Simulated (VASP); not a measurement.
Set up this calculation in VASP 6.6.1, as the native input.

| Property | Result |
| --- | --- |
| Task | single point |
| Functional | PBE |
| Potentials or basis | VASP PAW PBE potentials, release 64 (Al, Ga_d, N) |
| Cutoff | 520 eV |
| k mesh | 6 × 6 × 4 |
| Occupations | gaussian, width 0.1 eV |
| Spin | no spin polarisation |
| Dipole correction | no |
| Further INCAR settings | ALGO = Normal; EDIFF = 1e-07; NBANDS = 28 |

The structure of AlGa2N2 lies in POSCAR:

```
AlGa2N2
1.0
    3.7955741400      0.0000000000      0.0000000000
   -1.8977870700      3.2870636300      0.0000000000
    0.0000000000      0.0000000000      5.7176025300
Al Ga N
1 2 2
Direct
    0.0000000000      0.0000000000      0.0000000000
    0.3333333300      0.6666666700      0.0000000000
    0.6666666700      0.3333333300      0.0000000000
    0.3333333300      0.6666666700      0.5000000000
    0.6666666700      0.3333333300      0.5000000000
```

One way to write it, as run:

INCAR

```
SYSTEM = AlGa2N2
ALGO = Normal ; EDIFF = 1E-7
ENCUT = 520 ; GGA = PE
ISIF = 2 ; ISMEAR = 0
LASPH = .TRUE. ; LCHARG = .TRUE.
LELF = .TRUE. ; LREAL = .FALSE.
LVHAR = .TRUE. ; LWAVE = .FALSE.
NBANDS = 28 ; NELM = 100
PREC = Accurate ; SIGMA = 0.1
```

KPOINTS

```
k-points
0
G
  6 6 4
  0 0 0
```

Potentials or basis: VASP PAW PBE potentials, release 64 (Al, Ga_d, N).

The run is started by

```bash
$ cat potpaw_PBE.64/Al/POTCAR potpaw_PBE.64/Ga_d/POTCAR potpaw_PBE.64/N/POTCAR > POTCAR
$ mpirun -np 1 vasp_std > vasp.out
```

It gave:

```json
{
  "Pressure": "34.2 GPa"
}
```

Wall time 19 s on 1 thread of Intel(R) Xeon(R) 6975P-C (Granite Rapids) (shared host), peak memory 0.2 GiB.
